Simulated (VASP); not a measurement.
A run of VASP 6.6.1:

File INCAR:

```
SYSTEM = Ti3Al
PREC = Accurate
ENCUT = 520
EDIFF = 1E-6
ISMEAR = 0
SIGMA = 0.15
LREAL = .False.
LASPH = .True.
NELM = 100
ALGO = Fast
ISIF = 2
LWAVE = .False.
LCHARG = .True.
GGA = PS
LELF = .True.
LVHAR = .True.
NBANDS = 28
```

The input KPOINTS:

```
Automatic mesh
0
Gamma
  15 15 6
  0 0 0
```

POSCAR

```
Ti3Al
1.0
    2.9488768782      0.0000000000      0.0000000000
   -1.4744384391      2.5538022892      0.0000000000
    0.0000000000      0.0000000000      8.8103594491
Ti Al
3 1
Direct
    0.6666666667      0.3333333333      0.0000000000
    0.3333333333      0.6666666667      0.7621161197
    0.3333333333      0.6666666667      0.2378838803
    0.6666666667      0.3333333333      0.5000000000
```

Potentials or basis: VASP PAW PBE potentials, release 64 (Ti_sv, Al).

Run with:

```console
$ cat potpaw_PBE.64/Ti_sv/POTCAR potpaw_PBE.64/Al/POTCAR > POTCAR
$ mpirun -np 1 vasp_std > vasp.out
```

Hardware: 1 thread of Intel Xeon 8259CL (shared host).

**Question.** How long does it take, and how much memory?

**Answer.** Wall time 23 min on 1 thread of Intel Xeon 8259CL, with other jobs on the host, peak memory 0.31 GiB. Counts: scf iterations 47, k points 108.
